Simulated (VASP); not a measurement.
A run of VASP 6.6.1:

Contents of INCAR:

```
SYSTEM = BaTiO3
PREC     = Accurate       ! precision mode
ENCUT    = 520            ! plane-wave cutoff, eV
EDIFF    = 1E-7           ! SCF threshold, eV
ISMEAR   = 0              ! smearing method
SIGMA    = 0.02           ! smearing width, eV
LREAL    = .False.        ! projectors in reciprocal space
LASPH    = .True.         ! aspherical terms in the spheres
NELM     = 150            ! most SCF steps
ALGO     = Normal         ! electronic algorithm
ISIF     = 2              ! what is computed and relaxed
LWAVE    = .False.        ! write WAVECAR
LCHARG   = .True.         ! write CHGCAR
LMAXMIX  = 4              ! l up to which the mixer works
LDAU     = .True.         ! DFT+U
LDAUTYPE = 2            
LDAUL    = -1 2 -1        ! shell
LDAUU    = 0 4 0          ! U, eV
LDAUJ    = 0 0 0        
LDAUPRINT= 1            
GGA      = PE             ! functional
LELF     = .True.         ! ELF
LVHAR    = .True.       
NBANDS   = 28             ! bands
```

File KPOINTS:

```
regular mesh
0
Gamma
  6 6 6
  0 0 0
```

File POSCAR:

```
BaTiO3
1.0
    2.8340981711      1.6362673420      2.3180614445
   -2.8340981711      1.6362673420      2.3180614445
    0.0000000000     -3.2725346840      2.3180614445
Ba Ti O
1 1 3
Direct
   -0.0002034861     -0.0002034861     -0.0002034861
    0.5066413201      0.5066413201      0.5066413201
    0.4921780957      0.4921780957      0.9879059747
    0.4921780957      0.9879059747      0.4921780957
    0.9879059747      0.4921780957      0.4921780957
```

Potentials or basis: VASP PAW PBE potentials, release 64 (Ba_sv, Ti_sv, O).

The run is started by

```bash
$ cat potpaw_PBE.64/Ba_sv/POTCAR potpaw_PBE.64/Ti_sv/POTCAR potpaw_PBE.64/O/POTCAR > POTCAR
$ mpirun -np 1 vasp_std > vasp.out
```

Hardware: 1 thread of Intel Xeon 6975P-C, with other jobs on the host.

How long does it take, and how much memory?

Run time: 65 s on 1 thread of Intel Xeon 6975P-C (shared host), peak memory 0.21 GiB. Counts: scf iterations 17, k points 32.
